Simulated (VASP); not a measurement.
# YbB2 (P6/mmm) in VASP: notebook

The runs below take YbB2 through single point, with r2SCAN.

Everything below comes from runs of VASP 6.6.1. Logs are shortened: lines on timing, memory, paths and dates and some standing lists are left out, and cuts for length are marked.

## Step 1: The cell of the first run

Symmetry: P6/mmm, No. 191, hexagonal system. The conventional cell has a = 3.287 Å, b = 3.287 Å, c = 3.923 Å, α = 90.00°, β = 90.00°, γ = 120.00°. Within 3.6 Å of Yb (site symmetry 6/mmm) lie 12 B at 2.73 Å and 6 Yb at 3.29 Å. B (site symmetry -6m2) has 3 B at 1.90 Å within 2.5 Å.

## Step 2: Single point, r2SCAN (12.24 Å³/atom)

POSCAR reads:

```
YbB2
1.0
    3.2870301658      0.0000000000      0.0000000000
   -1.6435150829      2.8466516266      0.0000000000
    0.0000000000      0.0000000000      3.9228966342
Yb B
1 2
Direct
    0.0000000000      0.0000000000      0.0000000000
    0.3333333333      0.6666666667      0.5000000000
    0.6666666667      0.3333333333      0.5000000000
```

INCAR.step1 reads:

```
PREC = Accurate
ENCUT = 520
ISMEAR = 0
SIGMA = 0.1
LREAL = False
LASPH = True
NELM = 60
NBANDS = 22
GGA = PE
ALGO = Normal
EDIFF = 1E-4
LWAVE = True
LCHARG = False
```

INCAR.step2 reads:

```
PREC = Accurate
ENCUT = 520
EDIFF = 1E-6
ISMEAR = 0
SIGMA = 0.1
LREAL = False
LASPH = True
NELM = 60
ALGO = Normal
ISIF = 2
LWAVE = False
LCHARG = False
METAGGA = R2SCAN
LMIXTAU = True
NBANDS = 22
ISTART = 1
```

KPOINTS reads:

```
Automatic mesh
0
Gamma
  15 15 12
```

Potentials or basis: VASP PAW PBE potentials, release 64 (Yb, B).

Launch:

```sh
cat potpaw_PBE.64/Yb/POTCAR potpaw_PBE.64/B/POTCAR > POTCAR
cp INCAR.step1 INCAR
mpirun -np 1 vasp_std > vasp.out
cp INCAR.step2 INCAR
mpirun -np 1 vasp_std > vasp.out
```

OUTCAR:

```text
PREC = Accurate
   ENCUT = 520
   EDIFF = 1E-6
   ISMEAR = 0
   LREAL = False
   LASPH = True
   NELM = 60
   ISIF = 2
   METAGGA = R2SCAN
   ISTART = 1

 ion  position               nearest neighbor table
   1  0.000  0.000  0.000-   2 2.73   3 2.73   2 2.73   3 2.73   3 2.73   3 2.73   2 2.73   2 2.73
                             3 2.73   3 2.73   2 2.73   2 2.73
   2  0.333  0.667  0.500-   3 1.90   3 1.90   3 1.90   1 2.73   1 2.73   1 2.73   1 2.73   1 2.73
                             1 2.73
   3  0.667  0.333  0.500-   2 1.90   2 1.90   2 1.90   1 2.73   1 2.73   1 2.73   1 2.73   1 2.73
                             1 2.73

  LATTYP: Found a hexagonal cell.
 ALAT       =     3.2870301658
 C/A-ratio  =     1.1934471046

  Lattice vectors:

 A1 = (   3.2870301658,   0.0000000000,   0.0000000000)
 A2 = (  -1.6435150829,   2.8466516266,   0.0000000000)
 A3 = (   0.0000000000,   0.0000000000,   3.9228966342)

Analysis of symmetry for initial positions (statically):
=====================================================================
 Subroutine PRICEL returns:
 Original cell was already a primitive cell.

 Routine SETGRP: Setting up the symmetry group for a
 hexagonal supercell.

 Subroutine GETGRP returns: Found 24 space group operations
 (whereof 24 operations were pure point group operations)
 out of a pool of 24 trial point group operations.

The static configuration has the point symmetry D_6h.

Analysis of symmetry for dynamics (positions and initial velocities):
=====================================================================
 Subroutine PRICEL returns:
 Original cell was already a primitive cell.

 Routine SETGRP: Setting up the symmetry group for a
 hexagonal supercell.

 Subroutine GETGRP returns: Found 24 space group operations
 (whereof 24 operations were pure point group operations)
 out of a pool of 24 trial point group operations.

The dynamic configuration has the point symmetry D_6h.

 Subroutine INISYM returns: Found 24 space group operations
 (whereof 24 operations are pure point group operations),
 and found     1 'primitive' translations

----------------------------------------------------------------------------------------

                                     Primitive cell

  volume of cell :      36.7067

  direct lattice vectors                    reciprocal lattice vectors
     3.287030166  0.000000000  0.000000000     0.304225988  0.175644956  0.000000000
    -1.643515083  2.846651627  0.000000000     0.000000000  0.351289912  0.000000000
     0.000000000  0.000000000  3.922896634     0.000000000  0.000000000  0.254913676

  length of vectors
     3.287030166  3.287030166  3.922896634     0.351289912  0.351289912  0.254913676

  position of ions in fractional coordinates (direct lattice)
     0.000000000  0.000000000  0.000000000
     0.333333333  0.666666667  0.500000000
     0.666666667  0.333333333  0.500000000

  ion indices of the primitive-cell ions
   primitive index   ion index
                 1           1
                 2           2
                 3           3

----------------------------------------------------------------------------------------

 KPOINTS: Automatic mesh

Automatic generation of k-mesh.
 Grid dimensions read from file:
 generate k-points for:   15   15   12

 Generating k-lattice:

  Cartesian coordinates                     Fractional coordinates (reciprocal lattice)
     0.020281733  0.011709664  0.000000000     0.066666667  0.000000000  0.000000000
     0.000000000  0.023419327  0.000000000     0.000000000  0.066666667  0.000000000
     0.000000000  0.000000000  0.021242806     0.000000000  0.000000000  0.083333333

  Length of vectors
     0.023419327  0.023419327  0.021242806

  Shift w.r.t. Gamma in fractional coordinates (k-lattice)
     0.000000000  0.000000000  0.000000000

 Subroutine IBZKPT returns following result:
 ===========================================

 Found    189 irreducible k-points:

 Following reciprocal coordinates:
            Coordinates               Weight
  0.000000  0.000000  0.000000      1.000000
  0.066667  0.000000  0.000000      6.000000
  0.133333  0.000000  0.000000      6.000000
  0.200000  0.000000  0.000000      6.000000
  0.266667  0.000000  0.000000      6.000000
  0.333333  0.000000  0.000000      6.000000
[... 16 lines left out ...]
  0.333333  0.200000  0.000000     12.000000
  0.400000  0.200000  0.000000      6.000000
 [... further k-points ...]
   k-points           NKPTS =    189   k-points in BZ     NKDIM =    189   number of bands    NBANDS=     22
   number of dos      NEDOS =    301   number of ions     NIONS =      3
   total plane-waves  NPLWV =  17280
   dimension x,y,z NGX =    24 NGY =   24 NGZ =   30
   dimension x,y,z NGXF=    48 NGYF=   48 NGZF=   60
   ions per type =               1   2
   NGX,Y,Z   is equivalent  to a cutoff of  12.14, 12.14, 12.71 a.u.
   NGXF,Y,Z  is equivalent  to a cutoff of  24.28, 24.28, 25.43 a.u.
 SYSTEM =  unknown system
   PREC   = accura    normal or accurate (medium, high low for compatibility)
   ISTART =      1    job   : 0-new  1-cont  2-samecut
   ICHARG =      0    charge: 1-file 2-atom 10-const
   ISPIN  =      1    spin polarized calculation?
   LNONCOLLINEAR =      F non collinear calculations
   LSORBIT =      F    spin-orbit coupling
   LASPH  =      T    aspherical Exc in radial PAW
   ENCUT  =  520.0 eV  38.22 Ry    6.18 a.u.   6.11  6.11  7.29*2*pi/ulx,y,z
   NELM   =     60;   NELMIN=  2; NELMDL=  0     # of ELM steps
   EDIFF  = 0.1E-05   stopping-criterion for ELM
   LREAL  =      F    real-space projection
   EDIFFG = 0.1E-04   stopping-criterion for IOM
   NSW    =      0    number of steps for IOM
   IBRION =     -1    ionic relax: 0-MD 1-quasi-New 2-CG
   NFREE  =      0    steps in history (QN), initial steepest desc. (CG)
   ISIF   =      2    stress and relaxation
   ISYM   =      2    0-nonsym 1-usesym 2-fastsym
   POTIM  = 0.5000    time-step for ionic-motion
   TEBEG  =    0.0;   TEEND  =   0.0 temperature during run
   PSTRESS=    0.0 pullay stress
   NELECT =      30.0000    total number of electrons
   NUPDOWN=      -1.0000    fix difference up-down
   EMIN   =  10.00;   EMAX   =-10.00  energy-range for DOS
   EFERMI =   0.00;   METHOD = LEGACY
   ISMEAR =     0;   SIGMA  =   0.10  broadening in eV -4-tet -1-fermi 0-gaus
   EFERMI_NEDOS =   21; number of points for ismear=-14 and -15
   IALGO  =     38    algorithm
   IMIX   =      4    mixing-type and parameters
     AMIX     =   0.40;   BMIX     =  1.00
     AMIX_MAG =   1.60;   BMIX_MAG =  1.00
  volume/ion in A,a.u.               =      12.24        82.57
  Fermi-wavevector in a.u.,A,eV,Ry     =   1.530618  2.892450 31.875634  2.342793
  Thomas-Fermi vector in A             =   2.638076
   LORBIT       =      0    0 simple, 1 ext, 2 COOP (PROOUT), +10 PAW based schemes
   METAGGA = R2SCAN    functional components
   LHFCALC =     F    Hartree Fock is set to
   AEXX    =    0.0000 exact exchange contribution
   IVDW    =     0    specifies the selected vdW correction
   LEPSILON=     F    determine dielectric tensor
   LRPA    =     F    only Hartree local field effects (RPA)
 non-spin polarized calculation
 Gauss-broadening in eV      SIGMA  =   0.10
  energy-cutoff  :      520.00
  volume of cell :       36.71
 maximum number of plane-waves:      1008
   NGX = 13   NGY = 13   NGZ = 15

 number of electron      30.0000000 magnetization

 Free energy of the ion-electron system (eV)
  ---------------------------------------------------
  ext. energy  EPLUGINS =         0.00000000
  ---------------------------------------------------
  free energy    TOTEN  =       -51.67904384 eV

  energy without entropy =      -51.66199223  energy(sigma->0) =      -51.67051803

 E-fermi :   3.7231     XC(G=0): -12.7205

 val. band max:        3.7222833291   @ k =   0.2667   0.0000   0.0833
 cond. band min:       3.7248057727   @ k =   0.0667   0.0000   0.0000
 fundamental gap:      0.0025224437
 Fermi energy:         3.7231151675

 k-point     1 :       0.0000    0.0000    0.0000
  band No.  band energies     occupation
      1     -48.8776      2.00000
      2     -20.4298      2.00000
      3     -20.1721      2.00000
      4     -20.1720      2.00000
      5      -7.8305      2.00000
      6       1.8655      2.00000
[... 14 lines left out ...]
     21      10.5981      0.00000
     22      11.2845      0.00000

 k-point     2 :       0.0667    0.0000    0.0000
  band No.  band energies     occupation
      1     -48.8752      2.00000
      2     -20.4227      2.00000
      3     -20.2110      2.00000
      4     -20.1803      2.00000
      5      -7.7424      2.00000
      6       1.8511      2.00000
[... 14 lines left out ...]
     21      11.1968      0.00000
     22      11.2731      0.00000

 k-point     3 :       0.1333    0.0000    0.0000
  band No.  band energies     occupation
      1     -48.8683      2.00000
      2     -20.4026      2.00000
      3     -20.3194      2.00000
      4     -20.2034      2.00000
      5      -7.4838      2.00000
      6       1.8141      2.00000
[... 14 lines left out ...]
     21      11.0042      0.00000
     22      11.4714      0.00000

 k-point     4 :       0.2000    0.0000    0.0000
  band No.  band energies     occupation
      1     -48.8581      2.00000
      2     -20.4748      2.00000
      3     -20.3729      2.00000
      4     -20.2373      2.00000
      5      -7.0695      2.00000
      6       1.0771      2.00000
[... 14 lines left out ...]
     21      10.9573      0.00000
     22      12.8372      0.00000

 k-point     5 :       0.2667    0.0000    0.0000
  band No.  band energies     occupation
      1     -48.8463      2.00000
      2     -20.6475      2.00000
      3     -20.3386      2.00000
      4     -20.2760      2.00000
      5      -6.5181      2.00000
      6      -0.0312      2.00000
[... 417 lines left out ...]
 k-point    22 :       0.2667    0.2000    0.0000
  band No.  band energies     occupation
      1     -48.8241      2.00000
      2     -20.8434      2.00000
      3     -20.4752      2.00000
      4     -20.2731      2.00000
      5      -4.9939      2.00000
      6      -1.5206      2.00000
[... 14 lines left out ...]
     21      13.4488      0.00000
     22      14.1460      0.00000

 k-point    23 :       0.3333    0.2000    0.0000
  band No.  band energies     occupation
      1     -48.8185      2.00000
      2     -20.8886      2.00000
      3     -20.5276      2.00000
      4     -20.2564      2.00000
      5      -4.2078      2.00000
      6      -2.3812      2.00000
[... 14 lines left out ...]
     21      13.6846      0.00000
     22      15.2251      0.00000

 k-point    24 :       0.4000    0.2000    0.0000
  band No.  band energies     occupation
      1     -48.8165      2.00000
      2     -20.9038      2.00000
      3     -20.5468      2.00000
      4     -20.2505      2.00000
      5      -3.5330      2.00000
      6      -3.0896      2.00000
[... 14 lines left out ...]
     21      13.6136      0.00000
     22      15.8720      0.00000

 [... further k-points ...]

------------------------ aborting loop because EDIFF is reached ----------------------------------------

  FORCE on cell =-STRESS in cart. coord.  units (eV):
  Direction    XX          YY          ZZ          XY          YZ          ZX
  --------------------------------------------------------------------------------------
  -------------------------------------------------------------------------------------
  Total       -1.7043311     -1.7043311     -1.7581998      0.0000000     -0.0000000      0.0000000
  in kB      -74.3908752    -74.3908752    -76.7421440      0.0000000     -0.0000000      0.0000000
  external PRESSURE =     -75.1746315 kB  Pullay stress =       0.0000000 kB

 VOLUME and BASIS-vectors are now :
 -----------------------------------------------------------------------------
  energy-cutoff  :      520.00
  volume of cell :       36.71
      direct lattice vectors                 reciprocal lattice vectors
     3.287030166  0.000000000  0.000000000     0.304225988  0.175644956  0.000000000
    -1.643515083  2.846651627  0.000000000     0.000000000  0.351289912  0.000000000
     0.000000000  0.000000000  3.922896634     0.000000000  0.000000000  0.254913676

 POSITION                                       TOTAL-FORCE (eV/Angst)
 -----------------------------------------------------------------------------------
      0.00000      0.00000      0.00000        -0.000000      0.000000      0.000000
     -0.00000      1.89777      1.96145        -0.000000      0.000000      0.000000
      1.64352      0.94888      1.96145         0.000000     -0.000000      0.000000
 -----------------------------------------------------------------------------------
    total drift:                               -0.000000      0.000000     -0.000000

  FREE ENERGIE OF THE ION-ELECTRON SYSTEM (eV)
  ---------------------------------------------------
  free  energy   TOTEN  =       -51.6790438393 eV

  energy  without entropy=      -51.6619922275  energy(sigma->0) =      -51.67051803
```

Wall time 7.9 min (1 thread of Intel Xeon Platinum 8488C (Sapphire Rapids), shared host); peak memory 0.28 GiB.

What came out:

| Quantity | Value |
| --- | --- |
| Free energy | -51.6790 eV |
| Pressure | -7.5 GPa |
| Band gap on the k mesh | zero (bands 15 and 16 overlap by 1.22 eV) |

Caveat: the cell stands under tension; the PAW data sets were made with another functional, which shifts forces and pressure a little; spin-orbit coupling is left out, which moves the levels of the heavy elements. Spin polarisation is off, so any magnetic state and its effect on volume and gap are missing.

[end of part 1 of 2]
